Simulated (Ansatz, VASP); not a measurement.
## Two plane-wave programs on ZnGe2N

```
Zn Ge N
1.0
     3.18378    0.00000    0.00000
     0.00000    3.54688    0.00000
     0.00000    0.00000    5.74672
Zn Ge N
1 2 1
Cartesian
  1.5919 1.7734 2.8734
  1.5919 0.0000 1.4139
  1.5919 0.0000 4.3328
  0.0000 0.0000 0.0000
```

Change from the starting cell: species swapped into the AgPdO2 type (Pmmm, No. 47).

Alike in both runs: task relaxation of cell and atoms; functional PBE; k mesh 6 × 6 × 4; occupations gaussian, width 0.1 eV; no spin polarisation.

|  | VASP | Ansatz |
| --- | --- | --- |
| version | VASP 6.6.1 | Ansatz 0.2.0 |
| potentials or method | VASP PAW PBE potentials, release 64 (Zn, Ge_d, N), cutoff 600 eV | scalar-relativistic, plane waves, PAW |
| valence electrons in the cell | 45 | 45 |

```tsv
	VASP	Ansatz	Ansatz less VASP
gap on the k mesh at the Fermi level, each at its own relaxed structure (eV)	none	none	-
relaxed volume (Å³/atom)	17.67	17.71	+0.042
relaxed length of the cell vector where the two differ most in proportion (Å)	4.015	4.024	+0.0094
```

A gap of «none» marks a metal or a gap that the smearing closes.
